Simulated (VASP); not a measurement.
# SnO (P2_1/m) in VASP: a series of runs, part 2 of 2

VASP 6.6.1. Earlier steps stand in the parts before.

## Step 3: Single point, PBE

File INCAR:

```
SYSTEM = SnO
PREC = Accurate
ENCUT = 520
EDIFF = 1E-6
ISMEAR = 0
SIGMA = 0.01
LREAL = .FALSE.
LASPH = .TRUE.
NELM = 80
ALGO = Normal
ISIF = 2
LWAVE = .FALSE.
LCHARG = .FALSE.
GGA = PE
NBANDS = 28
```

File KPOINTS:

```
Automatic mesh
0
G
  10 10 8
  0 0 0
```

File POSCAR:

```
SnO
1.0
    3.8682628244      0.0000000000      0.0000000000
    0.0000000000      3.8682628244      0.0000000000
    0.2026496077      0.0000000000      5.0662401931
Sn O
2 2
Direct
   -0.0103744506      0.5000000000      0.2286842416
    0.5103744506      0.0000000000      0.7713157584
    0.5013215890      0.5000000000      0.0000690302
   -0.0013215890      0.0000000000     -0.0000690302
```

Potentials or basis: VASP PAW PBE potentials, release 64 (Sn_d, O).

Launch:

```sh
$ cat potpaw_PBE.64/Sn_d/POTCAR potpaw_PBE.64/O/POTCAR > POTCAR
$ mpirun -np 1 vasp_std > vasp.out
```

OUTCAR:

```text
SYSTEM = SnO
   PREC = Accurate
   ENCUT = 520
   EDIFF = 1E-6
   ISMEAR = 0
   LREAL = .FALSE.
   LASPH = .TRUE.
   NELM = 80
   ISIF = 2
   GGA = PE

 ion  position               nearest neighbor table
   1  0.990  0.500  0.229-   3 2.25   4 2.25   4 2.25   3 2.26   2 3.58   2 3.58   2 3.59   2 3.59

   2  0.510  0.000  0.771-   4 2.25   3 2.25   3 2.25   4 2.26   1 3.58   1 3.58   1 3.59   1 3.59

   3  0.501  0.500  0.000-   1 2.25   2 2.25   2 2.25   1 2.26
   4  0.999  0.000  1.000-   2 2.25   1 2.25   1 2.25   2 2.26

  LATTYP: Found a simple monoclinic cell.
 ALAT       =     3.8682628244
 B/A-ratio  =     1.0000000000
 C/A-ratio  =     1.3107412282
 COS(beta)  =    -0.0399680383

  Lattice vectors:

 A1 = (   3.8682628244,   0.0000000000,   0.0000000000)
 A2 = (   0.0000000000,  -3.8682628244,   0.0000000000)
 A3 = (  -0.2026496077,   0.0000000000,  -5.0662401931)

Analysis of symmetry for initial positions (statically):
=====================================================================
 Subroutine PRICEL returns:
 Original cell was already a primitive cell.

[... 170 lines left out ...]
  ext. energy  EPLUGINS =         0.00000000
  ---------------------------------------------------
  free energy    TOTEN  =       -22.71890179 eV

  energy without entropy =      -22.71890179  energy(sigma->0) =      -22.71890179

 E-fermi :   6.2362     XC(G=0):  -9.8202

 val. band max:        6.1419802282   @ k =   0.1000   0.0000  -0.0000
 cond. band min:       6.6698750614   @ k =   0.5000   0.5000   0.0000
 fundamental gap:      0.5278948332
 Fermi energy:         6.2361951919

 k-point     1 :       0.0000    0.0000    0.0000
  band No.  band energies     occupation
      1     -15.6060      2.00000
      2     -15.2416      2.00000
      3     -15.2376      2.00000
      4     -15.2360      2.00000
      5     -15.2063      2.00000
      6     -15.1926      2.00000
[... 733 lines left out ...]
     27      13.4316      0.00000
     28      13.6289      0.00000

 [... further k-points ...]
[... 5 lines left out ...]
  --------------------------------------------------------------------------------------
  -------------------------------------------------------------------------------------
  Total        0.1138353      0.1208179      0.1540308      0.0000000      0.0000000     -0.3464896
  in kB        2.4058565      2.5534310      3.2553699      0.0000000      0.0000000     -7.3228988
  external PRESSURE =       2.7382191 kB  Pullay stress =       0.0000000 kB

 VOLUME and BASIS-vectors are now :
 -----------------------------------------------------------------------------
  energy-cutoff  :      520.00
  volume of cell :       75.81
      direct lattice vectors                 reciprocal lattice vectors
     3.868262824  0.000000000  0.000000000     0.258513975  0.000000000 -0.010340559
     0.000000000  3.868262824  0.000000000     0.000000000  0.258513975  0.000000000
     0.202649608  0.000000000  5.066240193     0.000000000  0.000000000  0.197385035

 POSITION                                       TOTAL-FORCE (eV/Angst)
 -----------------------------------------------------------------------------------
      3.87447      1.93413      1.15857        -0.000493      0.000000      0.076706
      2.13057      0.00000      3.90767         0.000493      0.000000     -0.076706
      1.93926      1.93413      0.00035         0.001144      0.000000     -0.000111
      4.06579      0.00000      5.06589        -0.001144      0.000000      0.000111
 -----------------------------------------------------------------------------------
    total drift:                                0.000000      0.000000      0.000000

  FREE ENERGIE OF THE ION-ELECTRON SYSTEM (eV)
  ---------------------------------------------------
  free  energy   TOTEN  =       -22.7189017900 eV

  energy  without entropy=      -22.7189017900  energy(sigma->0) =      -22.71890179
```

Wall time 3.4 min (1 thread of Intel Xeon 6975P-C (Granite Rapids), shared host); peak memory 0.5 GiB.

Results:

```
Free energy            : -22.7189 eV
Pressure               : 0.3 GPa
Largest force          : 0.077 eV/Å
Band gap on the k mesh : 0.53 eV (least direct gap 1.90 eV)
```

Forces on the atoms (eV/Å):
```
Sn   0.000  0.000  0.077
Sn   0.000  0.000 -0.077
O    0.001  0.000  0.000
O   -0.001  0.000  0.000
```

Levels at points of the mesh, in eV from the valence-band top:
```tsv
k point	band 16	band 17	band 18	band 19	band 20	band 21	band 22	band 23	band 24	band 25
(0.00, 0.00, 0.00)	-5.83	-3.16	-2.89	-2.89	0.00	1.90	4.05	4.91	4.94	5.40
(0.50, 0.00, 0.00)	-4.61	-4.50	-4.46	-2.51	-2.15	2.86	3.21	5.54	5.73	5.81
(0.00, 0.50, 0.00)	-4.63	-4.48	-4.48	-2.34	-2.34	3.04	3.04	5.67	5.67	5.92
(0.50, 0.50, 0.00)	-4.76	-2.25	-2.25	-1.76	-1.76	0.53	0.53	4.55	4.55	6.80
(0.00, 0.00, 0.50)	-3.40	-3.21	-2.91	-2.90	-1.95	1.71	3.30	3.34	3.76	7.44
(0.50, 0.00, 0.50)	-5.00	-4.46	-4.45	-1.72	-1.35	2.27	2.67	5.38	5.74	6.24
(0.00, 0.50, 0.50)	-5.01	-4.46	-4.46	-1.54	-1.54	2.47	2.47	5.56	5.56	6.38
(0.50, 0.50, 0.50)	-5.09	-2.35	-2.35	-2.25	-2.25	2.62	2.62	3.73	3.73	5.52
```

Caveat: semilocal functionals underestimate gaps, and a narrow one can read as zero; spin-orbit coupling is left out, which moves the levels of the heavy elements. A k mesh can miss the band edges.

## Step 4: Single point, PBE (shear of c along a, cell held: +6.0 %, then relaxed in part)

File INCAR:

```
PREC = Accurate
ENCUT = 520
EDIFF = 1E-7
ISMEAR = 0
SIGMA = 0.01
LREAL = False
LASPH = True
NELM = 80
ALGO = Normal
ISIF = 2
LWAVE = False
LCHARG = False
GGA = PE
NBANDS = 28
```

File KPOINTS:

```
regular mesh
0
Gamma
  10 10 8
```

File POSCAR:

```
SnO
1.0
    3.8682628244      0.0000000000      0.0000000000
    0.0000000000      3.8682628244      0.0000000000
    0.3039744116      0.0000000000      5.0662401931
Sn O
2 2
Direct
   -0.0155538086      0.5000000000      0.2285753576
    0.5155538086      0.0000000000      0.7714246424
    0.5019827251      0.5000000000      0.0001528192
   -0.0019827251      0.0000000000     -0.0001528192
```

Launch:

```sh
$ cat potpaw_PBE.64/Sn_d/POTCAR potpaw_PBE.64/O/POTCAR > POTCAR
$ mpirun -np 1 vasp_std > vasp.out
```

It took 8.3 min on 1 thread of Intel Xeon Platinum 8488C (Sapphire Rapids), shared host; peak memory 0.5 GiB.

The run converged. Its results:

```yaml
Free_energy: -22.7102 eV
Pressure: 0.4 GPa
Largest_force: 0.077 eV/Å
Band_gap_on_the_k_mesh: 0.56 eV (least direct gap 1.89 eV)
```

Forces on the atoms (eV/Å):
```
Sn  -0.001  0.000  0.077
Sn   0.001  0.000 -0.077
O    0.001  0.000  0.000
O   -0.001  0.000  0.000
```

Stress tensor (GPa, compression positive):
```
 0.32  0.00 -1.09
 0.00  0.36  0.00
-1.09  0.00  0.46
```

Levels at points of the mesh, in eV from the valence-band top:
| k point | band 16 | band 17 | band 18 | band 19 | band 20 | band 21 | band 22 | band 23 | band 24 | band 25 |
| --- | --- | --- | --- | --- | --- | --- | --- | --- | --- | --- |
| (0.00, 0.00, 0.00) | -5.84 | -3.17 | -2.90 | -2.90 | 0.00 | 1.89 | 4.03 | 4.89 | 4.97 | 5.27 |
| (0.50, 0.00, 0.00) | -4.62 | -4.51 | -4.46 | -2.59 | -2.05 | 2.77 | 3.28 | 5.46 | 5.62 | 5.87 |
| (0.00, 0.50, 0.00) | -4.64 | -4.49 | -4.49 | -2.36 | -2.36 | 3.03 | 3.03 | 5.66 | 5.66 | 5.90 |
| (0.50, 0.50, 0.00) | -4.77 | -2.26 | -2.26 | -1.79 | -1.79 | 0.56 | 0.56 | 4.53 | 4.53 | 6.80 |
| (0.00, 0.00, 0.50) | -3.41 | -3.22 | -2.92 | -2.91 | -1.96 | 1.70 | 3.29 | 3.38 | 3.76 | 7.26 |
| (0.50, 0.00, 0.50) | -5.01 | -4.47 | -4.45 | -1.82 | -1.26 | 2.16 | 2.76 | 5.29 | 5.82 | 6.17 |
| (0.00, 0.50, 0.50) | -5.02 | -4.47 | -4.47 | -1.54 | -1.54 | 2.46 | 2.46 | 5.56 | 5.56 | 6.40 |
| (0.50, 0.50, 0.50) | -5.09 | -2.36 | -2.36 | -2.26 | -2.26 | 2.62 | 2.62 | 3.70 | 3.70 | 5.53 |

Caveat: the cell differs from its parent crystal (shear of c along a, cell held: +6.0 %, then relaxed in part); semilocal functionals underestimate gaps, and a narrow one can read as zero; spin-orbit coupling is left out, which moves the levels of the heavy elements. A k mesh can miss the band edges.

## Step 5: Single point, PBE (shear of c along a, cell held: +8.0 %, then relaxed in part)

File INCAR:

```
SYSTEM = SnO
  PREC = Accurate
  ENCUT = 520
  EDIFF = 1E-7
  ISMEAR = 0
  SIGMA = 0.01
  LREAL = .FALSE.
  LASPH = .TRUE.
  NELM = 80
  ALGO = Normal
  ISIF = 2
  LWAVE = .FALSE.
  LCHARG = .TRUE.
  GGA = PE
  LELF = .TRUE.
  LVHAR = .TRUE.
  NBANDS = 28
```

File KPOINTS:

```
Automatic mesh
0
G
  10 10 8
  0 0 0
```

File POSCAR:

```
SnO
1.0
    3.8682628244      0.0000000000      0.0000000000
    0.0000000000      3.8682628244      0.0000000000
    0.4052992155      0.0000000000      5.0662401931
Sn O
2 2
Direct
   -0.0207762449      0.5000000000      0.2284555121
    0.5207762449      0.0000000000      0.7715444879
    0.5024547627      0.5000000000      0.0002720565
   -0.0024547627      0.0000000000     -0.0002720565
```

Launch:

```sh
$ cat potpaw_PBE.64/Sn_d/POTCAR potpaw_PBE.64/O/POTCAR > POTCAR
$ mpirun -np 1 vasp_std > vasp.out
```

Wall time 8.3 min (1 thread of Intel Xeon Platinum 8488C (Sapphire Rapids), shared host); peak memory 0.5 GiB.

Results (log left out):

- Free energy: -22.6982 eV
- Pressure: 0.5 GPa
- Largest force: 0.074 eV/Å
- Band gap on the k mesh: 0.59 eV (least direct gap 1.87 eV)

Forces in eV/Å, atoms in the order of the input:
```
Sn  -0.002  0.000  0.074
Sn   0.002  0.000 -0.074
O    0.009  0.000  0.000
O   -0.009  0.000  0.000
```

Stress tensor (GPa, compression positive):
```
 0.42  0.00 -1.45
 0.00  0.49  0.00
-1.45  0.00  0.62
```

Levels at points of the mesh, in eV from the valence-band top:
| k point | band 18 | band 19 | band 20 | band 21 | band 22 | band 23 |
| --- | --- | --- | --- | --- | --- | --- |
| (0.00, 0.00, 0.00) | -2.92 | -2.91 | 0.00 | 1.87 | 4.01 | 4.87 |
| (0.50, 0.00, 0.00) | -4.47 | -2.66 | -1.95 | 2.67 | 3.36 | 5.37 |
| (0.00, 0.50, 0.00) | -4.50 | -2.38 | -2.38 | 3.03 | 3.03 | 5.64 |
| (0.50, 0.50, 0.00) | -2.27 | -1.82 | -1.82 | 0.59 | 0.59 | 4.51 |
| (0.00, 0.00, 0.50) | -2.93 | -2.93 | -1.98 | 1.69 | 3.27 | 3.43 |
| (0.50, 0.00, 0.50) | -4.46 | -1.92 | -1.17 | 2.05 | 2.84 | 5.20 |
| (0.00, 0.50, 0.50) | -4.48 | -1.55 | -1.55 | 2.45 | 2.45 | 5.56 |
| (0.50, 0.50, 0.50) | -2.37 | -2.27 | -2.27 | 2.62 | 2.62 | 3.66 |

Caveat: the cell differs from its parent crystal (shear of c along a, cell held: +8.0 %, then relaxed in part); semilocal functionals underestimate gaps, and a narrow one can read as zero; spin-orbit coupling is left out, which moves the levels of the heavy elements. A k mesh can miss the band edges.

## Step 6: Summary

```csv
cell,gap on the mesh (eV),pressure (GPa),largest force (eV/Å)
"a = 3.868, b = 3.868, c = 5.070 Å, angles 90.0, 87.7, 90.0°, 4 atoms, atomic positions A",0.53,0.3,0.08
"a = 3.868, b = 3.868, c = 5.075 Å, angles 90.0, 86.6, 90.0°, 4 atoms, atomic positions B",0.56,0.4,0.08
"a = 3.868, b = 3.868, c = 5.082 Å, angles 90.0, 85.4, 90.0°, 4 atoms, atomic positions C",0.59,0.5,0.07
```

Alike in all rows: task single point; level PBE; potentials or basis VASP PAW PBE potentials, release 64 (Sn_d, O); no spin polarisation; k mesh 10 × 10 × 8; cutoff (eV) 520; smearing gaussian 0.01 eV.

Caveats: semilocal functionals underestimate gaps, and a narrow one can read as zero; spin-orbit coupling is left out, which moves the levels of the heavy elements.

Absolute energies hang on the potentials; compare differences alone.
